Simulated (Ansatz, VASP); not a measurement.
## One calculation of SrCl2, two programs

Contents of POSCAR:

```
SrCl2
1.0
    0.0000000000      3.4855000000      3.4855000000
    3.4855000000      0.0000000000      3.4855000000
    3.4855000000      3.4855000000      0.0000000000
Sr Cl
1 2
Direct
    0.0000000000      0.0000000000      0.0000000000
    0.2500000000      0.2500000000      0.2500000000
    0.7500000000      0.7500000000      0.7500000000
```

INCAR.step1

```
  PREC = Accurate
  ENCUT = 520
  ISMEAR = 0
  SIGMA = 0.05
  LREAL = F
  LASPH = T
  NELM = 80
  NBANDS = 19
  GGA = PE
  ALGO = Normal
  EDIFF = 1E-4
  LWAVE = T
  LCHARG = F
```

Contents of INCAR.step2:

```
  PREC = Accurate
  ENCUT = 520
  EDIFF = 1E-7
  ISMEAR = 0
  SIGMA = 0.05
  LREAL = F
  LASPH = T
  NELM = 80
  ALGO = Normal
  ISIF = 2
  LWAVE = F
  LCHARG = F
  METAGGA = R2SCAN
  LMIXTAU = T
  NBANDS = 19
  ISTART = 1
```

Contents of KPOINTS:

```
Automatic mesh
0
Gamma
  6 6 6
```

Input for Ansatz:

```yaml
crystal:
  lattice:
    - [0.0, 3.4855, 3.4855]
    - [3.4855, 0.0, 3.4855]
    - [3.4855, 3.4855, 0.0]
  atoms:
    - { symbol: Sr, position: [0.0, 0.0, 0.0] }
    - { symbol: Cl, position: [0.25, 0.25, 0.25] }
    - { symbol: Cl, position: [0.75, 0.75, 0.75] }
basis:
  ecutwfc: 500
kpoints:
  mp_grid: { grid: [6, 6, 6] }
hamiltonian:
  xc: r2scan
scf:
  occupations: { method: gaussian, width: 0.05 }
output:
  forces: true
  stress: true
  eigenvalues: true
```

Alike in both runs: task single point; functional r2SCAN; k mesh 6 × 6 × 6; occupations gaussian, width 0.05 eV; no spin polarisation.

```csv
,VASP,Ansatz
version,VASP 6.6.1,Ansatz 0.2.0
potentials or method,"VASP PAW PBE potentials, release 64 (Sr_sv, Cl), cutoff 520 eV","scalar-relativistic, plane waves, PAW"
valence electrons in the cell,24,24
```

|  | VASP | Ansatz | Ansatz less VASP |
| --- | --- | --- | --- |
| gap on the k mesh at the Fermi level (eV) | 5.98 | 5.98 | +0.001 |
| least direct gap on the mesh (eV) | 5.99 | 5.99 | 0.000 |
| pressure (GPa) | 0.4 | 0.4 | -0.05 |

VASP's potentials were made for PBE, not for r2SCAN.
